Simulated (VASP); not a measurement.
# SnSe2: single point with PBE+D3(BJ)

Crystal: SnSe2.

```
Sn Se
1.0
     3.50612    0.00000    0.00000
    -1.75306    3.03639    0.00000
     0.00000    0.00000    6.38248
Sn Se
1 2
Cartesian
  0.0000 0.0000 0.0000
  0.0000 2.0243 1.5956
  1.7531 1.0121 4.7869
```

This cell differs from its parent crystal: strain -0.080 along x and y, +0.040 along z.

```json
{"Program": "VASP 6.6.1", "Task": "single point", "Functional": "PBE", "Dispersion": "D3(BJ)", "Potentials or basis": "VASP PAW PBE potentials, release 64 (Sn_d, Se)", "Cutoff": "520 eV", "k mesh": "9 × 9 × 6", "Occupations": "gaussian, width 0.05 eV", "Spin": "no spin polarisation"}
```

The pressure is 16.6 GPa. The largest force is 1.490 eV/Å and the band gap on the k mesh is 0.40 eV (least direct gap 1.20 eV). The dispersion energy per atom is -0.411 eV.

Forces on the atoms (eV/Å):
```
Sn   0.000  0.000  0.000
Se   0.000  0.000  1.490
Se   0.000  0.000 -1.490
```

Stress tensor (GPa, compression positive):
```
19.66  0.00  0.00
 0.00 19.66  0.00
 0.00  0.00 10.47
```

Levels at points of the mesh, in eV from the valence-band top:
```tsv
k point	band 9	band 10	band 11	band 12	band 13	band 14	band 15	band 16	band 17	band 18
(0.00, 0.00, 0.00)	-1.37	-0.54	-0.54	-0.15	-0.15	1.80	3.55	5.09	5.09	6.97
(0.00, 0.00, 0.50)	-3.48	-0.61	-0.61	-0.04	-0.04	3.46	3.56	4.90	4.90	7.74
```

Run time: 56 s on 1 thread of AMD EPYC 9R45 96-Core Processor (Zen 5), with other jobs on the host, peak memory 0.21 GiB.

Caveat: the cell differs from its parent crystal (strain -0.080 along x and y, +0.040 along z); the cell stands under pressure; spin-orbit coupling is left out, which moves the levels of the heavy elements; an odd mesh through Γ misses points on the zone boundary, where band edges can lie; forces of over 1 eV/Å act on the atoms, so gaps and moduli don't describe the material at rest.
